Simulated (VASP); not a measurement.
Wanted: the native input for a VASP 6.6.1 run.

| Quantity | Value |
| --- | --- |
| Task | single point |
| Functional | PBE |
| Potentials or basis | VASP PAW PBE potentials, release 64 (Hf_pv, O) |
| Cutoff | 520 eV |
| k mesh | 9 × 9 × 9 |
| Occupations | fermi-dirac, width 0.05 eV |
| Spin | no spin polarisation |
| Dipole correction | no |
| Further INCAR settings | ALGO = Normal; EDIFF = 1e-07; NBANDS = 18 |

The structure of HfO2 lies in POSCAR:

```
HfO2
1.0
    0.0000000000      2.5322842901      2.5322842901
    2.5322842901      0.0000000000      2.5322842901
    2.5322842901      2.5322842901      0.0000000000
Hf O
1 2
Direct
    0.0000000000      0.0000000000      0.0000000000
    0.7500000000      0.7500000000      0.7500000000
    0.2500000000      0.2500000000      0.2500000000
```

One way to write it, as run:

INCAR

```
SYSTEM = HfO2
  PREC = Accurate
  ENCUT = 520
  EDIFF = 1E-7
  ISMEAR = -1
  SIGMA = 0.05
  LREAL = .FALSE.
  LASPH = .TRUE.
  NELM = 80
  ALGO = Normal
  ISIF = 2
  LWAVE = .FALSE.
  LCHARG = .TRUE.
  GGA = PE
  LELF = .TRUE.
  LVHAR = .TRUE.
  NBANDS = 18
```

KPOINTS

```
regular mesh
0
G
  9 9 9
  0 0 0
```

Potentials or basis: VASP PAW PBE potentials, release 64 (Hf_pv, O).

Command:

```bash
$ cat potpaw_PBE.64/Hf_pv/POTCAR potpaw_PBE.64/O/POTCAR > POTCAR
$ mpirun -np 1 vasp_std > vasp.out
```

It gave:

```
Pressure               : 1.2 GPa
Band gap on the k mesh : 3.92 eV (least direct gap 4.04 eV)
```

Caveat: spin-orbit coupling is left out, which moves the levels of the heavy elements; an odd mesh through Γ misses points on the zone boundary, where band edges can lie.

It took 60 s on 1 thread of Intel Xeon 8259CL, on a shared host, peak memory 0.17 GiB.
